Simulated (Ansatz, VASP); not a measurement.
**Ca7MoO8 in VASP and in Ansatz**

INCAR

```
PREC = Accurate ; ENCUT = 520
EDIFF = 1E-6 ; ISMEAR = 0
SIGMA = 0.05 ; LREAL = Auto
LASPH = True ; NELM = 150
ALGO = Normal ; ISIF = 2
LWAVE = False ; LCHARG = False
ISPIN = 2 ; MAGMOM = 1.36 0 0 0.01 0 0 0 0 0 0.02 0.02 0.01 0.01 0.02 0.02 0
LORBIT = 11 ; LMAXMIX = 4
LDAU = True ; LDAUTYPE = 2
LDAUL = 2 -1 -1 ; LDAUU = 2 0 0
LDAUJ = 0 0 0 ; LDAUPRINT = 1
GGA = PS ; NBANDS = 84
```

KPOINTS

```
Automatic mesh
0
Gamma
  3 3 3
```

File POSCAR:

```
Ca7MoO8
1.0
    0.0000000000      4.8150000000      4.8150000000
    4.8150000000      0.0000000000      4.8150000000
    4.8150000000      4.8150000000      0.0000000000
Mo Ca O
1 7 8
Direct
    0.0000000000      0.0000000000      1.0000000000
    0.0000000000      0.0000000000      0.5000000000
    0.0000000000      0.5000000000      0.0000000000
    0.0000000000      0.5000000000      0.5000000000
    0.5000000000      0.0000000000      0.0000000000
    0.5000000000      0.0000000000      0.5000000000
    0.5000000000      0.5000000000      0.0000000000
    0.5000000000      0.5000000000      0.5000000000
    0.2500000000      0.2500000000      0.2500000000
    0.2420323557      0.2420323557      0.7579676443
    0.2420323557      0.7579676443      0.2420323557
    0.2420323557      0.7579676443      0.7579676443
    0.7579676443      0.2420323557      0.2420323557
    0.7579676443      0.2420323557      0.7579676443
    0.7579676443      0.7579676443      0.2420323557
    0.7500000000      0.7500000000      0.7500000000
```

Input for Ansatz:

```yaml
crystal:
  lattice:
    - [0.0, 4.815, 4.815]
    - [4.815, 0.0, 4.815]
    - [4.815, 4.815, 0.0]
  atoms:
    - { symbol: Mo, position: [0.0, 0.0, 1.0], spin: 4.0 }
    - { symbol: Ca, position: [0.0, 0.0, 0.5] }
    - { symbol: Ca, position: [0.0, 0.5, 0.0] }
    - { symbol: Ca, position: [0.0, 0.5, 0.5] }
    - { symbol: Ca, position: [0.5, 0.0, 0.0] }
    - { symbol: Ca, position: [0.5, 0.0, 0.5] }
    - { symbol: Ca, position: [0.5, 0.5, 0.0] }
    - { symbol: Ca, position: [0.5, 0.5, 0.5] }
    - { symbol: O, position: [0.25, 0.25, 0.25] }
    - { symbol: O, position: [0.2420323557, 0.2420323557, 0.7579676443] }
    - { symbol: O, position: [0.2420323557, 0.7579676443, 0.2420323557] }
    - { symbol: O, position: [0.2420323557, 0.7579676443, 0.7579676443] }
    - { symbol: O, position: [0.7579676443, 0.2420323557, 0.2420323557] }
    - { symbol: O, position: [0.7579676443, 0.2420323557, 0.7579676443] }
    - { symbol: O, position: [0.7579676443, 0.7579676443, 0.2420323557] }
    - { symbol: O, position: [0.75, 0.75, 0.75] }
basis:
  ecutwfc: 420
  ecutrho_ratio: 4
kpoints:
  mp_grid: { grid: [3, 3, 3] }
hamiltonian:
  xc: pbesol
  hubbard:
    sites:
      - { site: 0, l: d, u_eff: 2.0, starting_ns: [{ spin: up, occupation_matrix: s0up }, { spin: down, occupation_matrix: s0down }] }
    occupation_matrices:
      s0up:
        matrix:
          - [0.97, 0.0, 0.0, 0.0, 0.0]
          - [0.0, 0.97, 0.0, 0.0, 0.0]
          - [0.0, 0.0, 0.73413, 0.41042, 0.0]
          - [0.0, 0.0, 0.41042, 0.25587, 0.0]
          - [0.0, 0.0, 0.0, 0.0, 0.97]
      s0down:
        matrix:
          - [0.02, 0.0, 0.0, 0.0, 0.0]
          - [0.0, 0.02, 0.0, 0.0, 0.0]
          - [0.0, 0.0, 0.02, 0.0, 0.0]
          - [0.0, 0.0, 0.0, 0.02, 0.0]
          - [0.0, 0.0, 0.0, 0.0, 0.02]
    ns_hold: { iters: 5 }
scf:
  occupations: { method: gaussian, width: 0.05 }
  lower_state_search: "off"
  max_iter: 150
output:
  forces: true
  stress: true
  eigenvalues: true
  populations: true
  hubbard: { sites: [{ site: 0, l: d }] }
magnetization:
  spin_polarized: true
```

Alike in both runs: task single point; functional PBEsol; k mesh 3 × 3 × 3; occupations gaussian, width 0.05 eV; collinear spin; Hubbard terms Mo d U = 2.0 eV.

|  | VASP | Ansatz |
| --- | --- | --- |
| version | VASP 6.6.1 | Ansatz 0.2.0 |
| potentials or method | VASP PAW PBE potentials, release 64 (Mo_sv, Ca_sv, O), cutoff 520 eV | scalar-relativistic, plane waves, PAW |
| valence electrons in the cell | 132 | 132 |

|  | VASP | Ansatz | Ansatz less VASP |
| --- | --- | --- | --- |
| pressure (GPa) | -7.9 | -7.8 | +0.08 |
| traceless stress, the component that is largest in VASP (GPa) | 0.08 | 0.55 | +0.470 |
| rms of the force components (eV/Å) | 0.008 | 0.133 | +0.1247 |
| net moment per atom (μB) | 0.13 | 0.12 | 0.000 |
| size of the moment on the site where the two differ most (μB) | 1.92 | 1.23 | -0.687 |

VASP's potentials were made for PBE, not for PBEsol. Site moments also hang on the region over which each program counts them. The programs project onto different local orbitals, so the same U acts differently, and such runs can settle in different states. Atom by atom the forces differ by 0.135 eV/Å (rms over components). Ansatz's warnings: specified occupation not kept, symmetry narrowed by occupation matrices.

The k mesh is coarse, so the values compare programs but aren't converged.
